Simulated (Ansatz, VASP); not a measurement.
Two plane-wave programs on CsCd

File INCAR:

```
SYSTEM = CsCd
  ALGO = Fast
  EDIFF = 1E-6
  EDIFFG = -0.04
  ENCUT = 600
  GGA = PE
  IBRION = 2
  ISIF = 3
  ISMEAR = 0
  LASPH = .True.
  LCHARG = .False.
  LREAL = .False.
  LWAVE = .False.
  NELM = 60
  NSW = 90
  PREC = Accurate
  SIGMA = 0.1
```

KPOINTS

```
k-points
0
Gamma
  4 4 4
  0 0 0
```

The input POSCAR:

```
CsCd
1.0
    4.1442467714      0.0000000000      0.0000000000
    0.0000000000      4.1442467714      0.0000000000
    0.0000000000      0.0000000000      4.1442467714
Cs Cd
1 1
Direct
    0.0000000000      0.0000000000      0.0000000000
    0.5000000000      0.5000000000      0.5000000000
```

Input for Ansatz:

```yaml
crystal:
  lattice:
    - [4.1442467714, 0.0, 0.0]
    - [0.0, 4.1442467714, 0.0]
    - [0.0, 0.0, 4.1442467714]
  atoms:
    - { symbol: Cs, position: [0.0, 0.0, 0.0] }
    - { symbol: Cd, position: [0.5, 0.5, 0.5] }
basis:
  ecutwfc: 420
kpoints:
  mp_grid: { grid: [4, 4, 4] }
hamiltonian:
  xc: pbe
scf:
  occupations: { method: gaussian, width: 0.1 }
  lower_state_search: "off"
output:
  forces: true
  stress: true
  eigenvalues: true
relax:
  adjacent_minimum: "off"
  f_tol: 0.04
  max_steps: 70
  cell: { stress_tol: 0.4 }
```

Alike in both runs: task relaxation of cell and atoms; functional PBE; k mesh 4 × 4 × 4; occupations gaussian, width 0.1 eV; no spin polarisation.

|  | VASP | Ansatz |
| --- | --- | --- |
| version | VASP 6.6.1 | Ansatz 0.2.0 |
| potentials or method | VASP PAW PBE potentials, release 64 (Cs_sv, Cd), cutoff 600 eV | scalar-relativistic, plane waves, PAW |
| valence electrons in the cell | 21 | 29 |

VASP gave:

| Property | Result |
| --- | --- |
| gap on the k mesh at the Fermi level, each at its own relaxed structure (eV) | none |
| relaxed volume (Å³/atom) | 52.03 |
| relaxed cell length with the largest relative difference (Å) | 4.704 |

Question: Which values does Ansatz return?

Answer: gap on the k mesh at the Fermi level, each at its own relaxed structure (eV): none; relaxed volume (Å³/atom): 50.06; relaxed cell length with the largest relative difference (Å): 4.643.

A gap of «none» marks a metal or a gap that the smearing closes. VASP's potentials hold 21 valence electrons a cell and Ansatz's 29, so a difference there can come from the potentials and not from the codes.

The k mesh is coarse, so the values compare programs but aren't converged. Spin-orbit coupling is off throughout. Noted on VASP's run: the volume moved by over 15 % at a fixed basis, so the end points are rough.
